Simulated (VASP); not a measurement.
# GaN: single point with PBEsol+D3(BJ)

GaN:

```
CELL_PARAMETERS angstrom
0.00000 2.09575 2.09575
2.09575 0.00000 2.09575
2.09575 2.09575 0.00000
ATOMIC_POSITIONS crystal
Ga 0.00000 0.00000 0.00000
N 0.50000 0.50000 0.50000
```

```yaml
Program: VASP 6.6.1
Task: single point
Functional: PBEsol
Dispersion: D3(BJ)
Potentials_or_basis: VASP PAW PBE potentials, release 64 (Ga_d, N)
Cutoff: 520 eV
k_mesh: 11 × 11 × 11
Occupations: fermi-dirac, width 0.05 eV
Spin: no spin polarisation
```

- Pressure: 0.6 GPa
- Band gap on the k mesh: 0.81 eV, indirect (least direct gap 3.07 eV)
- Dispersion energy per atom: -0.275 eV

Levels at points of the mesh, in eV from the valence-band top:
| k point | band 6 | band 7 | band 8 | band 9 | band 10 | band 11 | band 12 | band 13 |
| --- | --- | --- | --- | --- | --- | --- | --- | --- |
| (0.00, 0.00, 0.00) | -13.83 | -0.56 | -0.56 | -0.56 | 2.51 | 14.74 | 14.74 | 14.74 |

Run time: 13 s on 1 thread of Intel(R) Xeon(R) Platinum 8259CL CPU @ 2.50GHz (Skylake/Cascade Lake) (shared host), peak memory 0.15 GiB.

Caveat: the PAW data sets were made with another functional, which shifts forces and pressure a little. A hybrid or GW would open this gap; PBEsol tends to underestimate it.
